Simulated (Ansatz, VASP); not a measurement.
One calculation of BN, two programs

```xyz
4
Lattice="2.4539 0.0000 0.0000 -1.2270 2.1252 0.0000 0.0000 0.0000 6.6612" Properties=species:S:1:pos:R:3 pbc="T T T"
B     0.0000    1.4168    1.6653
B     1.2270    0.7084    4.9959
N     0.0000    1.4168    4.9959
N     1.2270    0.7084    1.6653
```

Change from the starting cell: equal xx and yy strain of -2 %, crystal datasets.

Alike in both runs: task electric field gradients; functional PBE; k mesh 11 × 11 × 4; occupations fermi-dirac, width 0.02 eV; no spin polarisation.

```csv
,VASP,Ansatz
version,VASP 6.6.1,Ansatz 0.2.0
potentials or method,"VASP PAW PBE potentials, release 64 (B, N), cutoff 520 eV","all-electron PAW with datasets made for the crystal, scalar-relativistic"
```

VASP gave:

```
gap on the k mesh at the Fermi level (eV)                     : 4.44
pressure (GPa)                                                : 19.5
traceless stress, the component that is largest in VASP (GPa) : -16.63
size of Vzz on the site where it differs most (V/Å²)          : 36.5
```

Q: Which values does Ansatz return?

A: gap on the k mesh at the Fermi level (eV): 4.44; pressure (GPa): 19.3; traceless stress, the component that is largest in VASP (GPa): -16.35; size of Vzz on the site where it differs most (V/Å²): 30.0.

Ansatz ran all-electron here, and VASP with PAW potentials.
